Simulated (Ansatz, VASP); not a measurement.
Two plane-wave programs on BN

INCAR

```
PREC     = Accurate       # precision mode
ENCUT    = 520            # plane-wave cutoff, eV
EDIFF    = 1E-6           # SCF threshold, eV
ISMEAR   = 0              # smearing method
SIGMA    = 0.05           # smearing width, eV
LREAL    = F              # projectors in reciprocal space
LASPH    = T              # aspherical terms in the spheres
NELM     = 100            # most SCF steps
ALGO     = Normal         # electronic algorithm
ISIF     = 2              # what is computed and relaxed
LWAVE    = F              # write WAVECAR
LCHARG   = F              # write CHGCAR
LDIPOL   = T            
IDIPOL   = 3            
DIPOL    = 0.5 0.5 0.500
GGA      = PE             # functional
IVDW     = 12             # dispersion correction
NBANDS   = 21             # bands
```

The input KPOINTS:

```
Automatic mesh
0
Gamma
  12 12 1
```

File POSCAR:

```
BN
1.0
    2.5064254169      0.0000000000      0.0000000000
   -1.2532127085      2.1706280837      0.0000000000
    0.0000000000      0.0000000000     21.6141240277
B N
3 3
Direct
    0.3333333333      0.6666666667      0.3469953254
    0.6666666667      0.3333333333      0.5000000000
    0.3333333333      0.6666666667      0.6530046746
    0.6666666667      0.3333333333      0.3469953254
    0.3333333333      0.6666666667      0.5000000000
    0.6666666667      0.3333333333      0.6530046746
```

Input for Ansatz:

```yaml
crystal:
  lattice:
    - [2.5064254169, 0.0, 0.0]
    - [-1.2532127085, 2.1706280837, 0.0]
    - [0.0, 0.0, 21.6141240277]
  atoms:
    - { symbol: B, position: [0.3333333333, 0.6666666667, 0.3469953254] }
    - { symbol: "N", position: [0.6666666667, 0.3333333333, 0.3469953254] }
    - { symbol: B, position: [0.6666666667, 0.3333333333, 0.5] }
    - { symbol: "N", position: [0.3333333333, 0.6666666667, 0.5] }
    - { symbol: B, position: [0.3333333333, 0.6666666667, 0.6530046746] }
    - { symbol: "N", position: [0.6666666667, 0.3333333333, 0.6530046746] }
basis:
  ecutwfc: 420
kpoints:
  mp_grid: { grid: [12, 12, 1] }
hamiltonian:
  xc: pbe
  dispersion: d3bj
scf:
  occupations: { method: gaussian, width: 0.05 }
output:
  forces: true
  stress: true
  eigenvalues: true
  write_density: true
  write_potential: true
  elf: true
  volumetric_format: npy
efield:
  axis: 3
  dipole_correction: true
```

Alike in both runs: task single point; functional PBE; dispersion D3(BJ); k mesh 12 × 12 × 1; occupations gaussian, width 0.05 eV; no spin polarisation.

```csv
,VASP,Ansatz
version,VASP 6.6.1,Ansatz 0.2.0
potentials or method,"VASP PAW PBE potentials, release 64 (B, N), cutoff 520 eV","scalar-relativistic, plane waves, PAW"
valence electrons in the cell,24,24
```

|  | VASP | Ansatz | Ansatz less VASP |
| --- | --- | --- | --- |
| gap on the k mesh at the Fermi level (eV) | 4.35 | 4.36 | +0.007 |
| least direct gap on the mesh (eV) | 4.66 | 4.66 | +0.003 |
| rms of the force components (eV/Å) | 0.012 | 0.012 | -0.0001 |

Ansatz's warnings: xc potential rough in thin density.
